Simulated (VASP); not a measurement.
Crystal: BeTe.

```
Be Te
1.0
     0.00000    2.82862    2.82862
     2.82862    0.00000    2.82862
     2.82862    2.82862    0.00000
Be Te
1 1
Direct
  0.00000 0.00000 0.00000
  0.25000 0.25000 0.25000
```

Base run:

```yaml
Program: VASP 6.6.1
Functional: r2SCANh
Potentials_or_basis: VASP PAW PBE potentials, release 64 (Be, Te)
Cutoff: 520 eV
k_mesh: 6 × 6 × 6
Occupations: gaussian, width 0.01 eV
Spin: no spin polarisation
```

Its results: band gap on the k mesh 2.84 eV (least direct gap 4.58 eV); pressure -0.2 GPa.

Task: The run is repeated on the same cell with these changes: functional from r2SCANh to PBE0; share of exact exchange from 0.1 to 0.25. What comes out?

Result: Band gap on the k mesh 3.34 eV (least direct gap 5.17 eV); pressure -1.0 GPa.

Caveats: the PAW data sets were made with another functional, which shifts forces and pressure a little; spin-orbit coupling is left out, which moves the levels of the heavy elements.

A k mesh can miss the band edges.
